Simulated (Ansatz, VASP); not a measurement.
## ZnS: VASP beside Ansatz

```
CELL_PARAMETERS angstrom
-3.81100 0.00000 0.00000
-1.90550 -3.30042 0.00000
-0.95294 -0.55018 12.46800
ATOMIC_POSITIONS crystal
Zn 0.22435 0.22435 0.65375
Zn 0.30770 0.30770 0.15375
Zn 0.51601 0.51601 0.90375
Zn 0.59936 0.59936 0.40375
S 0.19226 0.19226 0.84625
S 0.27561 0.27561 0.34625
S 0.65062 0.65062 0.09625
S 0.56727 0.56727 0.59625
```

Alike in both runs: task single point; functional PBE; k mesh 8 × 8 × 3; occupations gaussian, width 0.05 eV; no spin polarisation.

```csv
,VASP,Ansatz
version,VASP 6.6.1,Ansatz 0.2.0
potentials or method,"VASP PAW PBE potentials, release 64 (Zn, S), cutoff 520 eV","scalar-relativistic, plane waves, PAW"
valence electrons in the cell,72,72
```

|  | VASP | Ansatz | Ansatz less VASP |
| --- | --- | --- | --- |
| gap on the k mesh at the Fermi level (eV) | 1.95 | 1.95 | -0.005 |
| least direct gap on the mesh (eV) | 1.95 | 1.95 | -0.005 |
| pressure (GPa) | 2.1 | 1.9 | -0.16 |
| traceless stress, the component that is largest in VASP (GPa) | 1.30 | 1.30 | +0.003 |
| rms of the force components (eV/Å) | 0.231 | 0.228 | -0.0026 |

Atom by atom the forces differ by 0.003 eV/Å (rms over components). With one functional, cell and mesh, what is left measures potentials, basis and numerics.
